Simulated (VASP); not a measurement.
Input of a VASP 6.6.1 run:

Contents of INCAR:

```
SYSTEM = DyAg
PREC = Accurate ; ENCUT = 520
EDIFF = 1E-7 ; ISMEAR = -1
SIGMA = 0.1 ; LREAL = .FALSE.
LASPH = .TRUE. ; NELM = 150
ALGO = Normal ; ISIF = 2
LWAVE = .FALSE. ; LCHARG = .FALSE.
ISPIN = 2 ; MAGMOM = 3.5 0
LORBIT = 11 ; LMAXMIX = 6
GGA = PS ; NBANDS = 26
```

The input KPOINTS:

```
Automatic mesh
0
G
  6 6 6
  0 0 0
```

Contents of POSCAR:

```
DyAg
1.0
    3.6469940767      0.0000000000      0.0000000000
    0.0000000000      3.6469940767      0.0000000000
    0.0000000000      0.0000000000      3.6469940767
Dy Ag
1 1
Direct
    0.5000000000      0.5000000000      0.5000000000
    0.0000000000      0.0000000000      0.0000000000
```

Potentials or basis: VASP PAW PBE potentials, release 64 (Dy, Ag).

Launch:

```console
$ cat potpaw_PBE.64/Dy/POTCAR potpaw_PBE.64/Ag/POTCAR > POTCAR
$ mpirun -np 1 vasp_std > vasp.out
```

Problem. Predict the site moments.

Solution. Dy +4.59; Ag +0.02 μB.

Problem. What does it give for the net moment?

Solution. 4.78 μB per cell.

Problem. Predict the pressure.

Solution. -2.0 GPa.

Caveat: the magnetic or orbital state may not be the lowest; the PAW data sets were made with another functional, which shifts forces and pressure a little. The state reached can hang on the start; a lower one may exist.
